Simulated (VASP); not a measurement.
# Te2Mo in VASP: notebook

The runs below take Te2Mo through single point, with LDA.

Everything below comes from runs of VASP 6.6.1. Logs are shortened: lines on timing, memory, paths and dates and some standing lists are left out, and cuts for length are marked.

**1. The cell of the first run**

The cell holds a slab with vacuum, 3 atoms: a = 3.488 Å, b = 3.488 Å, c = 17.166 Å, α = 90.00°, β = 90.00°, γ = 120.00°.

**2. Single point, LDA (volume scaled by 0.94)**

File INCAR:

```
ALGO = Normal
EDIFF = 1E-7
ENCUT = 520
ISIF = 2
ISMEAR = -1
LASPH = T
LCHARG = T
LELF = T
LREAL = F
LVHAR = T
LWAVE = F
NBANDS = 20
NELM = 100
PREC = Accurate
SIGMA = 0.05
```

File KPOINTS:

```
k-points
0
Gamma
  9 9 2
```

File POSCAR:

```
Te2Mo
1.0
    3.4875546084      0.0000000000      0.0000000000
   -1.7437773042      3.0203108879      0.0000000000
    0.0000000000      0.0000000000     17.1663236088
Te Mo
2 1
Direct
    0.3333333333      0.6666666667      0.1021445500
    0.3333333333      0.6666666667      0.8978554500
    0.0000000000      0.0000000000      0.0000000000
```

Potentials or basis: VASP PAW LDA potentials, release 64 (Te, Mo_sv).

The run is started by

```sh
> cat potpaw_LDA.64/Te/POTCAR potpaw_LDA.64/Mo_sv/POTCAR > POTCAR
> mpirun -np 1 vasp_std > vasp.out
```

OUTCAR:

```text
EDIFF = 1E-7
   ENCUT = 520
   ISIF = 2
   ISMEAR = -1
   LASPH = T
   LREAL = F
   NELM = 100
   PREC = Accurate

 ion  position               nearest neighbor table
   1  0.333  0.667  0.102-   3 2.67   3 2.67   3 2.67   2 3.51
   2  0.333  0.667  0.898-   3 2.67   3 2.67   3 2.67   1 3.51
   3  0.000  0.000  0.000-   1 2.67   2 2.67   1 2.67   2 2.67   1 2.67   2 2.67

  LATTYP: Found a hexagonal cell.
 ALAT       =     3.4875546084
 C/A-ratio  =     4.9221662558

  Lattice vectors:

 A1 = (   3.4875546084,   0.0000000000,   0.0000000000)
 A2 = (  -1.7437773042,   3.0203108879,   0.0000000000)
 A3 = (   0.0000000000,   0.0000000000,  17.1663236088)

Analysis of symmetry for initial positions (statically):
[... 9 lines left out ...]
 out of a pool of 24 trial point group operations.

The static configuration has the point symmetry D_3h.

Analysis of symmetry for dynamics (positions and initial velocities):
[... 9 lines left out ...]
 out of a pool of 24 trial point group operations.

The dynamic configuration has the point symmetry D_3h.

 Subroutine INISYM returns: Found 12 space group operations
[... 5 lines left out ...]
                                     Primitive cell

  volume of cell :     180.8215

  direct lattice vectors                    reciprocal lattice vectors
     3.487554608  0.000000000  0.000000000     0.286733861  0.165545872  0.000000000
    -1.743777304  3.020310888  0.000000000     0.000000000  0.331091744  0.000000000
     0.000000000  0.000000000 17.166323609     0.000000000  0.000000000  0.058253591

  length of vectors
     3.487554608  3.487554608 17.166323609     0.331091744  0.331091744  0.058253591

  position of ions in fractional coordinates (direct lattice)
     0.333333333  0.666666667  0.102144550
     0.333333333  0.666666667  0.897855450
     0.000000000  0.000000000  0.000000000

  ion indices of the primitive-cell ions
   primitive index   ion index
                 1           1
                 2           2
                 3           3

----------------------------------------------------------------------------------------

 KPOINTS: k-points

Automatic generation of k-mesh.
 Grid dimensions read from file:
 generate k-points for:    9    9    2

 Generating k-lattice:

  Cartesian coordinates                     Fractional coordinates (reciprocal lattice)
[... 50 lines left out ...]
   PREC   = accura    normal or accurate (medium, high low for compatibility)
   ISTART =      0    job   : 0-new  1-cont  2-samecut
   ICHARG =      2    charge: 1-file 2-atom 10-const
   ISPIN  =      1    spin polarized calculation?
   LNONCOLLINEAR =      F non collinear calculations
   LSORBIT =      F    spin-orbit coupling
   LASPH  =      T    aspherical Exc in radial PAW
   ENCUT  =  520.0 eV  38.22 Ry    6.18 a.u.   6.48  6.48 31.92*2*pi/ulx,y,z
   NELM   =    100;   NELMIN=  2; NELMDL= -5     # of ELM steps
   EDIFF  = 0.1E-06   stopping-criterion for ELM
   LREAL  =      F    real-space projection
   EDIFFG = 0.1E-05   stopping-criterion for IOM
   NSW    =      0    number of steps for IOM
   IBRION =     -1    ionic relax: 0-MD 1-quasi-New 2-CG
   NFREE  =      0    steps in history (QN), initial steepest desc. (CG)
   ISIF   =      2    stress and relaxation
   ISYM   =      2    0-nonsym 1-usesym 2-fastsym
   POTIM  = 0.5000    time-step for ionic-motion
   TEBEG  =    0.0;   TEEND  =   0.0 temperature during run
   PSTRESS=    0.0 pullay stress
   NELECT =      26.0000    total number of electrons
   NUPDOWN=      -1.0000    fix difference up-down
   EMIN   =  10.00;   EMAX   =-10.00  energy-range for DOS
   EFERMI =   0.00;   METHOD = LEGACY
   ISMEAR =    -1;   SIGMA  =   0.05  broadening in eV -4-tet -1-fermi 0-gaus
   EFERMI_NEDOS =   21; number of points for ismear=-14 and -15
   IALGO  =     38    algorithm
   IMIX   =      4    mixing-type and parameters
     AMIX     =   0.40;   BMIX     =  1.00
     AMIX_MAG =   1.60;   BMIX_MAG =  1.00
  volume/ion in A,a.u.               =      60.27       406.75
  Fermi-wavevector in a.u.,A,eV,Ry     =   0.857662  1.620745 10.008220  0.735583
  Thomas-Fermi vector in A             =   1.974749
   LORBIT       =      0    0 simple, 1 ext, 2 COOP (PROOUT), +10 PAW based schemes
   GGA     = CA    functional components
   LHFCALC =     F    Hartree Fock is set to
   AEXX    =    0.0000 exact exchange contribution
   IVDW    =     0    specifies the selected vdW correction
   LEPSILON=     F    determine dielectric tensor
   LRPA    =     F    only Hartree local field effects (RPA)
 non-spin polarized calculation
  energy-cutoff  :      520.00
  volume of cell :      180.82
 maximum number of plane-waves:      4947
 NGX is ok and might be reduce to    28
   NGX = 13   NGY = 13   NGZ = 63

 number of electron      26.0000002 magnetization

 Free energy of the ion-electron system (eV)
  ---------------------------------------------------
  ext. energy  EPLUGINS =         0.00000000
  ---------------------------------------------------
  free energy    TOTEN  =       -20.44911383 eV

  energy without entropy =      -20.44911309  energy(sigma->0) =      -20.44911346

 E-fermi :   0.7144     XC(G=0):  -4.9830

 val. band max:        0.1393493208   @ k =   0.3333   0.3333   0.5000
 cond. band min:       1.2830909967   @ k =   0.3333   0.3333   0.5000
 fundamental gap:      1.1437416759
 Fermi energy:         0.7144312598

 k-point     1 :       0.0000    0.0000    0.0000
  band No.  band energies     occupation
      1     -60.0414      2.00000
      2     -34.4315      2.00000
      3     -34.2823      2.00000
      4     -34.2823      2.00000
      5     -12.7066      2.00000
      6     -11.5978      2.00000
[... 541 lines left out ...]
     19       5.4768      0.00000
     20       7.6115      0.00000

------------------------ aborting loop because EDIFF is reached ----------------------------------------

  FORCE on cell =-STRESS in cart. coord.  units (eV):
  Direction    XX          YY          ZZ          XY          YZ          ZX
  --------------------------------------------------------------------------------------
  -------------------------------------------------------------------------------------
  Total        0.3480772      0.3480772      1.9847760     -0.0000000     -0.0000000      0.0000000
  in kB        3.0841550      3.0841550     17.5862051     -0.0000000     -0.0000000      0.0000000
  external PRESSURE =       7.9181717 kB  Pullay stress =       0.0000000 kB

 VOLUME and BASIS-vectors are now :
 -----------------------------------------------------------------------------
  energy-cutoff  :      520.00
  volume of cell :      180.82
      direct lattice vectors                 reciprocal lattice vectors
     3.487554608  0.000000000  0.000000000     0.286733861  0.165545872  0.000000000
    -1.743777304  3.020310888  0.000000000     0.000000000  0.331091744  0.000000000
     0.000000000  0.000000000 17.166323609     0.000000000  0.000000000  0.058253591

 POSITION                                       TOTAL-FORCE (eV/Angst)
 -----------------------------------------------------------------------------------
     -0.00000      2.01354      1.75345         0.000000     -0.000000      0.569934
     -0.00000      2.01354     15.41288         0.000000      0.000000     -0.569934
      0.00000      0.00000      0.00000        -0.000000      0.000000     -0.000000
 -----------------------------------------------------------------------------------
    total drift:                                0.000000     -0.000000     -0.000000

  FREE ENERGIE OF THE ION-ELECTRON SYSTEM (eV)
  ---------------------------------------------------
  free  energy   TOTEN  =       -20.4491138339 eV

  energy  without entropy=      -20.4491130865  energy(sigma->0) =      -20.44911346
```

OSZICAR:

```text
N       E                     dE             d eps       ncg     rms          rms(c)
DAV:   1     0.141526284673E+03    0.14153E+03   -0.11575E+04  1256   0.105E+03
DAV:   2    -0.126163473575E+02   -0.15414E+03   -0.15026E+03  1260   0.237E+02
DAV:   3    -0.209308170968E+02   -0.83145E+01   -0.82361E+01  1252   0.466E+01
[... 15 lines left out ...]
DAV:  19    -0.204491076041E+02   -0.61163E-05   -0.21579E-07   952   0.251E-03    0.125E-03
DAV:  20    -0.204491130542E+02   -0.54501E-05   -0.24880E-07   828   0.171E-03    0.119E-03
DAV:  21    -0.204491134416E+02   -0.38740E-06   -0.11254E-08   864   0.476E-04    0.566E-04
DAV:  22    -0.204491138056E+02   -0.36401E-06   -0.11735E-08   772   0.271E-04    0.218E-04
DAV:  23    -0.204491138339E+02   -0.28319E-07   -0.92329E-10   708   0.154E-04
   1 F= -.20449114E+02 E0= -.20449113E+02  d E =-.747413E-06
```

Run time: 78 s. Hardware: 1 thread of Intel Xeon Platinum 8559C (Emerald Rapids), shared host; peak memory 0.28 GiB.

Results:

```yaml
Free_energy: -20.4491 eV
Largest_force: 0.570 eV/Å
Band_gap_on_the_k_mesh: 1.14 eV, direct
```

Forces on the atoms (eV/Å):
```
Te   0.000  0.000  0.570
Te   0.000  0.000 -0.570
Mo   0.000  0.000  0.000
```

Levels at points of the mesh, in eV from the valence-band top:
| k point | band 11 | band 12 | band 13 | band 14 | band 15 | band 16 |
| --- | --- | --- | --- | --- | --- | --- |
| (0.00, 0.00, 0.00) | -0.91 | -0.91 | -0.41 | 3.37 | 3.37 | 3.74 |
| (0.00, 0.00, 0.50) | -0.91 | -0.91 | -0.41 | 3.37 | 3.37 | 3.74 |

Caveat: spin-orbit coupling is left out, which moves the levels of the heavy elements.

**3. Single point, LDA (volume scaled by 0.96)**

File INCAR:

```
  PREC = Accurate
  ENCUT = 520
  EDIFF = 1E-6
  ISMEAR = -1
  SIGMA = 0.05
  LREAL = F
  LASPH = T
  NELM = 100
  ALGO = Normal
  ISIF = 2
  LWAVE = F
  LCHARG = F
  GGA = CA
  NBANDS = 20
```

File KPOINTS:

```
Automatic mesh
0
Gamma
  9 9 2
```

File POSCAR:

```
Te2Mo
1.0
    3.5121156613      0.0000000000      0.0000000000
   -1.7560578307      3.0415813837      0.0000000000
    0.0000000000      0.0000000000     17.2872171948
Te Mo
2 1
Direct
    0.3333333333      0.6666666667      0.1021445500
    0.3333333333      0.6666666667      0.8978554500
    0.0000000000      0.0000000000      0.0000000000
```

Potentials or basis: VASP PAW LDA potentials, release 64 (Te, Mo_sv).

The run is started by

```sh
> cat potpaw_LDA.64/Te/POTCAR potpaw_LDA.64/Mo_sv/POTCAR > POTCAR
> mpirun -np 1 vasp_std > vasp.out
```

Run time: 99 s. Hardware: 1 thread of Intel Xeon Platinum 8559C (Emerald Rapids), shared host; peak memory 0.3 GiB.

It converged, with:

```
Free energy            : -20.4571 eV
Largest force          : 0.230 eV/Å
Band gap on the k mesh : 1.11 eV, direct
```

Forces in eV/Å, atoms in the order of the input:
```
Te   0.000  0.000  0.230
Te   0.000  0.000 -0.230
Mo   0.000  0.000  0.000
```

Levels at points of the mesh, in eV from the valence-band top:
```csv
k point,band 11,band 12,band 13,band 14,band 15,band 16
"(0.00, 0.00, 0.00)",-0.91,-0.91,-0.40,3.26,3.26,3.61
"(0.00, 0.00, 0.50)",-0.91,-0.91,-0.40,3.26,3.26,3.61
```

Caveat: spin-orbit coupling is left out, which moves the levels of the heavy elements.
